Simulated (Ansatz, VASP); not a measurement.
PbS: VASP beside Ansatz

```
CELL_PARAMETERS angstrom
0.00000 2.96575 2.96575
2.96575 0.00000 2.96575
2.96575 2.96575 0.00000
ATOMIC_POSITIONS crystal
Pb 0.00104 0.99886 0.00025
S 0.49330 0.50734 0.49841
```

Alike in both runs: task single point; functional PBE; k mesh 3 × 3 × 3; no spin polarisation.

```csv
,VASP,Ansatz
version,VASP 6.6.1,Ansatz 0.2.0
potentials or method,"VASP PAW PBE potentials, release 64 (Pb_d, S)","plane waves, PAW"
plane-wave cutoff (eV),500,420
occupations,"gaussian, width 0.01 eV",fixed
valence electrons in the cell,20,20
```

|  | VASP | Ansatz | Ansatz less VASP |
| --- | --- | --- | --- |
| rms of the force components (eV/Å) | 0.006 | 0.005 | -0.0001 |

Atom by atom the forces differ by 0.000 eV/Å (rms over components).

The k mesh is coarse, so the values compare programs but aren't converged. Spin-orbit coupling is off throughout.
